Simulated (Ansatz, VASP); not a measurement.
Two plane-wave programs on Al

```
Al
1.0
     0.00000    1.99362    1.99362
     1.99362    0.00000    1.99362
     1.99362    1.99362    0.00000
Al
1
Direct
  0.00000 0.00000 0.00000
```

Change from the starting cell: strain -0.015 along x and y, -0.015 along z, atoms carried along.

Alike in both runs: task single point; functional r2SCAN; k mesh 20 × 20 × 20; occupations gaussian, width 0.15 eV; no spin polarisation.

|  | VASP | Ansatz |
| --- | --- | --- |
| version | VASP 6.6.1 | Ansatz 0.2.0 |
| potentials or method | VASP PAW PBE potentials, release 64 (Al), cutoff 520 eV | scalar-relativistic, plane waves, PAW |
| valence electrons in the cell | 3 | 3 |

|  | VASP | Ansatz | Ansatz less VASP |
| --- | --- | --- | --- |
| gap on the k mesh at the Fermi level (eV) | none | none | - |
| pressure (GPa) | 0.0 | 0.4 | +0.33 |

VASP's potentials were made for PBE, not for r2SCAN. A gap of «none» marks a metal or a gap that the smearing closes.
